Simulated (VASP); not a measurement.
# SnO2 (R-3m) in VASP: a series of runs

The runs below take SnO2 through single point, with r2SCAN.

All numbers are computed with VASP 6.6.1; they aren't measurements. Logs are shortened: lines on timing, memory, paths and dates and some standing lists are left out, and cuts for length are marked.

**1. The cell of the first run**

It takes space group R-3m (No. 166, trigonal). Conventional cell: a = 3.234 Å, b = 3.234 Å, c = 14.402 Å, α = 90.00°, β = 90.00°, γ = 120.00°. Within 2.8 Å of Sn (site symmetry -3m) lie 6 O at 2.13 Å. O (site symmetry 3m) has 3 Sn at 2.13 Å and 3 O at 2.76 Å within 2.8 Å.

**2. Single point, r2SCAN**

POSCAR reads:

```
SnO2
1.0
    1.6170930752      0.9336291223      4.8005925840
   -1.6170930752      0.9336291223      4.8005925840
    0.0000000000     -1.8672582446      4.8005925840
Sn O
1 2
Direct
    0.5000000000      0.5000000000      0.5000000000
    0.7628300000      0.7628300000      0.7628300000
    0.2371700000      0.2371700000      0.2371700000
```

INCAR.step1 reads:

```
PREC     = Accurate       # precision mode
ENCUT    = 520            # plane-wave cutoff, eV
ISMEAR   = -1             # smearing method
SIGMA    = 0.05           # smearing width, eV
LREAL    = F              # projectors in reciprocal space
LASPH    = T              # aspherical terms in the spheres
NELM     = 80             # most SCF steps
NBANDS   = 20             # bands
GGA      = PE             # functional
ALGO     = Normal         # electronic algorithm
EDIFF    = 1E-4           # SCF threshold, eV
LWAVE    = T              # write WAVECAR
LCHARG   = F              # write CHGCAR
```

INCAR.step2 reads:

```
PREC     = Accurate       # precision mode
ENCUT    = 520            # plane-wave cutoff, eV
EDIFF    = 1E-6           # SCF threshold, eV
ISMEAR   = -1             # smearing method
SIGMA    = 0.05           # smearing width, eV
LREAL    = F              # projectors in reciprocal space
LASPH    = T              # aspherical terms in the spheres
NELM     = 80             # most SCF steps
ALGO     = Normal         # electronic algorithm
ISIF     = 2              # what is computed and relaxed
LWAVE    = F              # write WAVECAR
LCHARG   = F              # write CHGCAR
METAGGA  = R2SCAN         # meta-GGA
LMIXTAU  = T            
NBANDS   = 20             # bands
ISTART   = 1
```

KPOINTS reads:

```
Automatic mesh
0
Gamma
  10 10 10
```

Potentials or basis: VASP PAW PBE potentials, release 64 (Sn_d, O).

On the command line:

```bash
cat potpaw_PBE.64/Sn_d/POTCAR potpaw_PBE.64/O/POTCAR > POTCAR
cp INCAR.step1 INCAR
mpirun -np 1 vasp_std > vasp.out
cp INCAR.step2 INCAR
mpirun -np 1 vasp_std > vasp.out
```

OUTCAR:

```text
PREC = Accurate
   ENCUT = 520
   EDIFF = 1E-6
   ISMEAR = -1
   LREAL = F
   LASPH = T
   NELM = 80
   ISIF = 2
   METAGGA = R2SCAN
   ISTART = 1

 ion  position               nearest neighbor table
   1  0.500  0.500  0.500-   3 2.13   3 2.13   2 2.13   2 2.13   3 2.13   2 2.13
   2  0.763  0.763  0.763-   1 2.13   1 2.13   1 2.13
   3  0.237  0.237  0.237-   1 2.13   1 2.13   1 2.13

  LATTYP: Found a trigonal (rhomboedric) cell.
 ALAT       =     5.1509554948
 COS(alpha) =     0.8028828391

  Lattice vectors:

 A1 = (   1.6170930752,   0.9336291223,   4.8005925840)
 A2 = (  -1.6170930752,   0.9336291223,   4.8005925840)
 A3 = (   0.0000000000,  -1.8672582446,   4.8005925840)

Analysis of symmetry for initial positions (statically):
=====================================================================
 Subroutine PRICEL returns:
 Original cell was already a primitive cell.

 Routine SETGRP: Setting up the symmetry group for a
 trigonal (rhombohedral) supercell.

 Subroutine GETGRP returns: Found 12 space group operations
 (whereof 12 operations were pure point group operations)
 out of a pool of 12 trial point group operations.

The static configuration has the point symmetry D_3d.

Analysis of symmetry for dynamics (positions and initial velocities):
=====================================================================
 Subroutine PRICEL returns:
 Original cell was already a primitive cell.

 Routine SETGRP: Setting up the symmetry group for a
 trigonal (rhombohedral) supercell.

 Subroutine GETGRP returns: Found 12 space group operations
 (whereof 12 operations were pure point group operations)
 out of a pool of 12 trial point group operations.

The dynamic configuration has the point symmetry D_3d.

 Subroutine INISYM returns: Found 12 space group operations
 (whereof 12 operations are pure point group operations),
 and found     1 'primitive' translations

----------------------------------------------------------------------------------------

                                     Primitive cell

  volume of cell :      43.4866

  direct lattice vectors                    reciprocal lattice vectors
     1.617093075  0.933629122  4.800592584     0.309196797  0.178514854  0.069435872
    -1.617093075  0.933629122  4.800592584    -0.309196797  0.178514854  0.069435872
     0.000000000 -1.867258245  4.800592584     0.000000000 -0.357029708  0.069435872

  length of vectors
     5.150955495  5.150955495  5.150955495     0.363719058  0.363719058  0.363719058

  position of ions in fractional coordinates (direct lattice)
     0.500000000  0.500000000  0.500000000
     0.762830000  0.762830000  0.762830000
     0.237170000  0.237170000  0.237170000

  ion indices of the primitive-cell ions
   primitive index   ion index
                 1           1
                 2           2
                 3           3

----------------------------------------------------------------------------------------

 KPOINTS: Automatic mesh

Automatic generation of k-mesh.
 Grid dimensions read from file:
 generate k-points for:   10   10   10

 Generating k-lattice:

  Cartesian coordinates                     Fractional coordinates (reciprocal lattice)
     0.030919680  0.017851485  0.006943587     0.100000000  0.000000000 -0.000000000
    -0.030919680  0.017851485  0.006943587     0.000000000  0.100000000 -0.000000000
     0.000000000 -0.035702971  0.006943587    -0.000000000 -0.000000000  0.100000000

  Length of vectors
     0.036371906  0.036371906  0.036371906

  Shift w.r.t. Gamma in fractional coordinates (k-lattice)
     0.000000000  0.000000000  0.000000000

 Subroutine IBZKPT returns following result:
 ===========================================

 Found    116 irreducible k-points:

 Following reciprocal coordinates:
            Coordinates               Weight
  0.000000  0.000000  0.000000      1.000000
  0.100000  0.000000  0.000000      6.000000
  0.200000  0.000000  0.000000      6.000000
  0.300000  0.000000 -0.000000      6.000000
  0.400000  0.000000 -0.000000      6.000000
  0.500000  0.000000  0.000000      3.000000
[... 16 lines left out ...]
  0.300000  0.300000  0.000000      6.000000
  0.400000  0.300000  0.000000     12.000000
 [... further k-points ...]
   k-points           NKPTS =    116   k-points in BZ     NKDIM =    116   number of bands    NBANDS=     20
   number of dos      NEDOS =    301   number of ions     NIONS =      3
   total plane-waves  NPLWV =  64000
   dimension x,y,z NGX =    40 NGY =   40 NGZ =   40
   dimension x,y,z NGXF=    80 NGYF=   80 NGZF=   80
   ions per type =               1   2
   NGX,Y,Z   is equivalent  to a cutoff of  12.91, 12.91, 12.91 a.u.
   NGXF,Y,Z  is equivalent  to a cutoff of  25.82, 25.82, 25.82 a.u.
 SYSTEM =  unknown system
   PREC   = accura    normal or accurate (medium, high low for compatibility)
   ISTART =      1    job   : 0-new  1-cont  2-samecut
   ICHARG =      0    charge: 1-file 2-atom 10-const
   ISPIN  =      1    spin polarized calculation?
   LNONCOLLINEAR =      F non collinear calculations
   LSORBIT =      F    spin-orbit coupling
   LASPH  =      T    aspherical Exc in radial PAW
   ENCUT  =  520.0 eV  38.22 Ry    6.18 a.u.   9.58  9.58  9.58*2*pi/ulx,y,z
   NELM   =     80;   NELMIN=  2; NELMDL=  0     # of ELM steps
   EDIFF  = 0.1E-05   stopping-criterion for ELM
   LREAL  =      F    real-space projection
   EDIFFG = 0.1E-04   stopping-criterion for IOM
   NSW    =      0    number of steps for IOM
   IBRION =     -1    ionic relax: 0-MD 1-quasi-New 2-CG
   NFREE  =      0    steps in history (QN), initial steepest desc. (CG)
   ISIF   =      2    stress and relaxation
   ISYM   =      2    0-nonsym 1-usesym 2-fastsym
   POTIM  = 0.5000    time-step for ionic-motion
   TEBEG  =    0.0;   TEEND  =   0.0 temperature during run
   PSTRESS=    0.0 pullay stress
   NELECT =      26.0000    total number of electrons
   NUPDOWN=      -1.0000    fix difference up-down
   EMIN   =  10.00;   EMAX   =-10.00  energy-range for DOS
   EFERMI =   0.00;   METHOD = LEGACY
   ISMEAR =    -1;   SIGMA  =   0.05  broadening in eV -4-tet -1-fermi 0-gaus
   EFERMI_NEDOS =   21; number of points for ismear=-14 and -15
   IALGO  =     38    algorithm
   IMIX   =      4    mixing-type and parameters
     AMIX     =   0.40;   BMIX     =  1.00
     AMIX_MAG =   1.60;   BMIX_MAG =  1.00
  volume/ion in A,a.u.               =      14.50        97.82
  Fermi-wavevector in a.u.,A,eV,Ry     =   1.379158  2.606231 25.879336  1.902078
  Thomas-Fermi vector in A             =   2.504154
   LORBIT       =      0    0 simple, 1 ext, 2 COOP (PROOUT), +10 PAW based schemes
   METAGGA = R2SCAN    functional components
   LHFCALC =     F    Hartree Fock is set to
   AEXX    =    0.0000 exact exchange contribution
   IVDW    =     0    specifies the selected vdW correction
   LEPSILON=     F    determine dielectric tensor
   LRPA    =     F    only Hartree local field effects (RPA)
 non-spin polarized calculation
  energy-cutoff  :      520.00
  volume of cell :       43.49
 maximum number of plane-waves:      1190
 NGX is ok and might be reduce to    40
   NGX = 19   NGY = 19   NGZ = 19

 number of electron      26.0000004 magnetization

 Free energy of the ion-electron system (eV)
  ---------------------------------------------------
  ext. energy  EPLUGINS =         0.00000000
  ---------------------------------------------------
  free energy    TOTEN  =       -41.62334305 eV

  energy without entropy =      -41.62334305  energy(sigma->0) =      -41.62334305

 E-fermi :   4.1124     XC(G=0): -10.6937

 val. band max:        2.8820135382   @ k =  -0.2000   0.2000   0.0000
 cond. band min:       5.3081961290   @ k =   0.0000   0.0000   0.0000
 fundamental gap:      2.4261825908
 Fermi energy:         4.1124074765

 k-point     1 :       0.0000    0.0000    0.0000
  band No.  band energies     occupation
      1     -17.6881      2.00000
      2     -17.4531      2.00000
      3     -17.4531      2.00000
      4     -17.2408      2.00000
      5     -17.2408      2.00000
      6     -15.8944      2.00000
[... 12 lines left out ...]
     19      20.9274      0.00000
     20      20.9274      0.00000

 k-point     2 :       0.1000    0.0000    0.0000
  band No.  band energies     occupation
      1     -17.6505      2.00000
      2     -17.5460      2.00000
      3     -17.4341      2.00000
      4     -17.2591      2.00000
      5     -17.2400      2.00000
      6     -15.8341      2.00000
[... 12 lines left out ...]
     19      19.0181      0.00000
     20      20.9866      0.00000

 k-point     3 :       0.2000    0.0000    0.0000
  band No.  band energies     occupation
      1     -17.8301      2.00000
      2     -17.5034      2.00000
      3     -17.3924      2.00000
      4     -17.2851      2.00000
      5     -17.2291      2.00000
      6     -15.6404      2.00000
[... 12 lines left out ...]
     19      17.5458      0.00000
     20      21.2370      0.00000

 k-point     4 :       0.3000    0.0000   -0.0000
  band No.  band energies     occupation
      1     -18.1013      2.00000
      2     -17.3980      2.00000
      3     -17.3648      2.00000
      4     -17.2867      2.00000
      5     -17.1901      2.00000
      6     -15.3248      2.00000
[... 12 lines left out ...]
     19      16.6779      0.00000
     20      19.7225      0.00000

 k-point     5 :       0.4000    0.0000   -0.0000
  band No.  band energies     occupation
      1     -18.2951      2.00000
      2     -17.3791      2.00000
      3     -17.3599      2.00000
      4     -17.2338      2.00000
      5     -17.1399      2.00000
      6     -14.9931      2.00000
[... 12 lines left out ...]
     19      16.5192      0.00000
     20      18.0783      0.00000
[... 353 lines left out ...]
      6     -14.5211      2.00000
[... 12 lines left out ...]
     19      17.1247      0.00000
     20      17.8559      0.00000

 k-point    22 :      -0.2000    0.2000    0.0000
  band No.  band energies     occupation
      1     -18.0767      2.00000
      2     -17.6039      2.00000
      3     -17.3080      2.00000
      4     -17.3066      2.00000
      5     -17.1712      2.00000
      6     -14.9988      2.00000
[... 12 lines left out ...]
     19      17.2715      0.00000
     20      18.6004      0.00000

 k-point    23 :       0.3000    0.3000    0.0000
  band No.  band energies     occupation
      1     -18.0991      2.00000
      2     -17.3975      2.00000
      3     -17.3645      2.00000
      4     -17.2872      2.00000
      5     -17.1901      2.00000
      6     -15.3298      2.00000
[... 12 lines left out ...]
     19      16.3549      0.00000
     20      21.8678      0.00000

 k-point    24 :       0.4000    0.3000    0.0000
  band No.  band energies     occupation
      1     -18.1791      2.00000
      2     -17.4751      2.00000
      3     -17.3479      2.00000
      4     -17.2659      2.00000
      5     -17.1638      2.00000
      6     -15.0281      2.00000
[... 12 lines left out ...]
     19      16.9157      0.00000
     20      20.7074      0.00000

 [... further k-points ...]

------------------------ aborting loop because EDIFF is reached ----------------------------------------

  FORCE on cell =-STRESS in cart. coord.  units (eV):
  Direction    XX          YY          ZZ          XY          YZ          ZX
  --------------------------------------------------------------------------------------
  -------------------------------------------------------------------------------------
  Total       -1.7700894     -1.7700894     -1.5606402      0.0000000     -0.0000000      0.0000000
  in kB      -65.2154171    -65.2154171    -57.4986790      0.0000000     -0.0000000      0.0000000
  external PRESSURE =     -62.6431711 kB  Pullay stress =       0.0000000 kB

 VOLUME and BASIS-vectors are now :
 -----------------------------------------------------------------------------
  energy-cutoff  :      520.00
  volume of cell :       43.49
      direct lattice vectors                 reciprocal lattice vectors
     1.617093075  0.933629122  4.800592584     0.309196797  0.178514854  0.069435872
    -1.617093075  0.933629122  4.800592584    -0.309196797  0.178514854  0.069435872
     0.000000000 -1.867258245  4.800592584     0.000000000 -0.357029708  0.069435872

 POSITION                                       TOTAL-FORCE (eV/Angst)
 -----------------------------------------------------------------------------------
      0.00000      0.00000      7.20089         0.000000      0.000000      0.000000
      0.00000      0.00000     10.98611         0.000000      0.000000      0.553073
      0.00000      0.00000      3.41567         0.000000     -0.000000     -0.553073
 -----------------------------------------------------------------------------------
    total drift:                                0.000000      0.000000      0.000000

  FREE ENERGIE OF THE ION-ELECTRON SYSTEM (eV)
  ---------------------------------------------------
  free  energy   TOTEN  =       -41.6233430483 eV

  energy  without entropy=      -41.6233430483  energy(sigma->0) =      -41.62334305
```

It took 5.5 min on 1 thread of Intel Xeon 6975P-C (Granite Rapids), shared host; peak memory 0.31 GiB.

Results:

```
Free energy            : -41.6233 eV
Pressure               : -6.3 GPa
Largest force          : 0.553 eV/Å
Band gap on the k mesh : 2.43 eV (least direct gap 2.54 eV)
```

Forces on the atoms (eV/Å):
```
Sn   0.000  0.000  0.000
O    0.000  0.000  0.553
O    0.000  0.000 -0.553
```

Stress tensor (GPa, compression positive):
```
-6.52  0.00  0.00
 0.00 -6.52  0.00
 0.00  0.00 -5.75
```

Caveat: the cell stands under tension; the PAW data sets were made with another functional, which shifts forces and pressure a little; spin-orbit coupling is left out, which moves the levels of the heavy elements. A k mesh can miss the band edges.

(Part 1 of 2 ends here.)
